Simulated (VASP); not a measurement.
Write the native input for VASP 6.6.1 that does the following.

```yaml
Task: single point
Functional: PBE
Potentials_or_basis: VASP PAW PBE potentials, release 64 (Si, O)
Cutoff: 520 eV
k_mesh: 6 × 6 × 10
Occupations: gaussian, width 0.05 eV
Spin: no spin polarisation
Dipole_correction: no
Further_INCAR_settings: ALGO = Normal; EDIFF = 1e-07; NBANDS = 25
```

The structure of SiO2 lies in POSCAR:

```
SiO2
1.0
    4.2458049094      0.0000000000      0.0000000000
    0.0000000000      4.2458049094      0.0000000000
    0.0000000000      0.0000000000      2.4629914280
Si O
2 4
Direct
    0.5000000000      0.5000000000      0.5000000000
    0.0000000000      0.0000000000      0.0000000000
    0.6930127928      0.6930127928      0.0000000000
    0.1930127928      0.8069872072      0.5000000000
    0.3069872072      0.3069872072      0.0000000000
    0.8069872072      0.1930127928      0.5000000000
```

This cell differs from its parent crystal: volume 7.400 Å^3 an atom, c/a of the conventional cell 0.5801.

The input as run:

INCAR

```
SYSTEM = SiO2
PREC = Accurate
ENCUT = 520
EDIFF = 1E-7
ISMEAR = 0
SIGMA = 0.05
LREAL = .False.
LASPH = .True.
NELM = 80
ALGO = Normal
ISIF = 2
LWAVE = .False.
LCHARG = .True.
GGA = PE
LELF = .True.
LVHAR = .True.
NBANDS = 25
```

KPOINTS

```
regular mesh
0
Gamma
  6 6 10
  0 0 0
```

Potentials or basis: VASP PAW PBE potentials, release 64 (Si, O).

Run with:

```bash
$ cat potpaw_PBE.64/Si/POTCAR potpaw_PBE.64/O/POTCAR > POTCAR
$ mpirun -np 1 vasp_std > vasp.out
```

It gave:

```yaml
Pressure: 37.6 GPa
Largest_force: 0.312 eV/Å
Band_gap_on_the_k_mesh: 6.73 eV, direct
```

Wall time 36 s on 1 thread of Intel(R) Xeon(R) Platinum 8488C (Sapphire Rapids) (shared host), peak memory 0.17 GiB.
